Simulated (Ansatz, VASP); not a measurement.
**One calculation of B5Pt, two programs**

```
B Pt
1.0
     2.92260    0.00000    0.00000
    -1.46130    2.53105    0.00000
     0.00000    0.00000    6.63598
B Pt
5 1
Direct
  0.33333 0.66667 0.80083
  0.33333 0.66667 0.19917
  0.66667 0.33333 0.19917
  0.66667 0.33333 0.80083
  0.00000 0.00000 0.00000
  0.00000 0.00000 0.50000
```

Alike in both runs: functional PBE; k mesh 6 × 6 × 4; occupations gaussian, width 0.1 eV; no spin polarisation.

Ansatz relaxed the structure, and its values are those at the end. VASP's run is a single point on that final structure, the one shown.

|  | VASP | Ansatz |
| --- | --- | --- |
| version | VASP 6.6.1 | Ansatz 0.2.0 |
| potentials or method | VASP PAW PBE potentials, release 64 (B, Pt), cutoff 520 eV | scalar-relativistic, plane waves, PAW |
| valence electrons in the cell | 25 | 33 |

```tsv
	VASP	Ansatz	Ansatz less VASP
gap on the k mesh at the Fermi level (eV)	none	none	-
pressure (GPa)	-0.1	0.0	+0.10
rms of the force components (eV/Å)	0.003	0.001	-0.0019
```

A gap of «none» marks a metal or a gap that the smearing closes. The functional is the same, so the differences come from potentials, cutoffs and numerics. VASP's potentials hold 25 valence electrons a cell and Ansatz's 33, so a difference there can come from the potentials and not from the codes.

The k mesh is coarse, so the values compare programs but aren't converged. Neither program's run includes spin-orbit coupling.
